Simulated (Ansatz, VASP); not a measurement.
# Cu: VASP beside Ansatz

```
Cu
1.0
     0.00000    1.78169    1.69260
     1.78169    0.00000    1.69260
     1.78169    1.78169    0.00000
Cu
1
Direct
  0.00000 0.00000 0.00000
```

Change from the starting cell: strain +0.000 along x and y, -0.050 along z, atoms carried along.

Alike in both runs: task single point; functional PBEsol; k mesh 28 × 28 × 28; occupations gaussian, width 0.15 eV; no spin polarisation.

|  | VASP | Ansatz |
| --- | --- | --- |
| version | VASP 6.6.1 | Ansatz 0.2.0 |
| potentials or method | VASP PAW PBE potentials, release 64 (Cu), cutoff 520 eV | scalar-relativistic, plane waves, PAW |
| valence electrons in the cell | 11 | 19 |

Ansatz gave:

```
gap on the k mesh at the Fermi level (eV)                     : none
pressure (GPa)                                                : 9.9
traceless stress, the component that is largest in VASP (GPa) : 2.09
```

Task: What did VASP give for the same quantities?

Result: gap on the k mesh at the Fermi level (eV): none; pressure (GPa): 10.9; traceless stress, the component that is largest in VASP (GPa): 2.08.

VASP's potentials were made for PBE, not for PBEsol. A gap of «none» marks a metal or a gap that the smearing closes. VASP's potentials hold 11 valence electrons a cell and Ansatz's 19, so a difference there can come from the potentials and not from the codes.
